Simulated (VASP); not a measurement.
Write the native input for VASP 6.6.1 that does the following.

- Task: single point
- Functional: PBE
- Potentials or basis: VASP PAW PBE potentials, release 64 (Sn_d, Mg)
- Cutoff: 600 eV
- k mesh: 6 × 6 × 6
- Occupations: fermi-dirac, width 0.02 eV
- Spin: no spin polarisation
- Dipole correction: no
- Further INCAR settings: ALGO = Normal; EDIFF = 1e-06; NBANDS = 16

The structure of Mg2Sn lies in POSCAR:

```
Mg2Sn
1.0
    0.0000000000      3.2109385188      3.2109385188
    3.2109385188      0.0000000000      3.2109385188
    3.2109385188      3.2109385188      0.0000000000
Sn Mg
1 2
Direct
    0.0000000000      0.0000000000      0.0000000000
    0.2500000000      0.2500000000      0.2500000000
    0.7500000000      0.7500000000      0.7500000000
```

This cell differs from its parent crystal: strain -5.0%.

One way to write it, as run:

INCAR

```
SYSTEM = Mg2Sn
ALGO     = Normal         ! electronic algorithm
EDIFF    = 1E-6           ! SCF threshold, eV
ENCUT    = 600            ! plane-wave cutoff, eV
GGA      = PE             ! functional
GGA_COMPAT= .False.      
ISIF     = 2              ! what is computed and relaxed
ISMEAR   = -1             ! smearing method
LASPH    = .True.         ! aspherical terms in the spheres
LCHARG   = .False.        ! write CHGCAR
LREAL    = .False.        ! projectors in reciprocal space
LWAVE    = .False.        ! write WAVECAR
NBANDS   = 16             ! bands
NELM     = 120            ! most SCF steps
PREC     = Accurate       ! precision mode
SIGMA    = 0.02           ! smearing width, eV
```

KPOINTS

```
k-points
0
Gamma
  6 6 6
  0 0 0
```

Potentials or basis: VASP PAW PBE potentials, release 64 (Sn_d, Mg).

The run is started by

```sh
$ cat potpaw_PBE.64/Sn_d/POTCAR potpaw_PBE.64/Mg/POTCAR > POTCAR
$ mpirun -np 1 vasp_std > vasp.out
```

Results of the run:

```
Pressure               : 10.4 GPa
Band gap on the k mesh : zero (band 9 reaches 5.46 eV, above the bottom of band 10 at 5.43 eV)
```

Caveat: the cell differs from its parent crystal (strain -5.0%); spin-orbit coupling is left out, which moves the levels of the heavy elements.

Wall time 31 s on 1 thread of AMD EPYC 7R43 64-Core Processor (Zen 3), with other jobs on the host, peak memory 0.17 GiB.
